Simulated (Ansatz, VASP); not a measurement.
Two plane-wave programs on Ge3S

```
Ge S
1.0
     6.75609    0.00000    0.00000
    -3.37804    5.85094    0.00000
     0.00000    0.00000    4.26479
Ge S
6 2
Direct
  0.00000 0.73456 0.50000
  0.00000 0.26544 0.00000
  0.73456 0.73456 0.00000
  0.73456 0.00000 0.50000
  0.26544 0.26544 0.50000
  0.26544 0.00000 0.00000
  0.66667 0.33333 0.75000
  0.33333 0.66667 0.25000
```

Change from the starting cell: species swapped into the Ni3N type (P6_322, No. 182).

Alike in both runs: functional PBE; k mesh 6 × 6 × 8; occupations gaussian, width 0.1 eV; no spin polarisation.

Ansatz relaxed the structure, and its values are those at the end. VASP's run is a single point on that final structure, the one shown.

|  | VASP | Ansatz |
| --- | --- | --- |
| version | VASP 6.6.1 | Ansatz 0.2.0 |
| potentials or method | VASP PAW PBE potentials, release 64 (Ge_d, S), cutoff 520 eV | scalar-relativistic, plane waves, PAW |
| valence electrons in the cell | 96 | 96 |

```tsv
	VASP	Ansatz	Ansatz less VASP
gap on the k mesh at the Fermi level (eV)	none	none	-
pressure (GPa)	0.0	0.0	0.00
```

A gap of «none» marks a metal or a gap that the smearing closes.
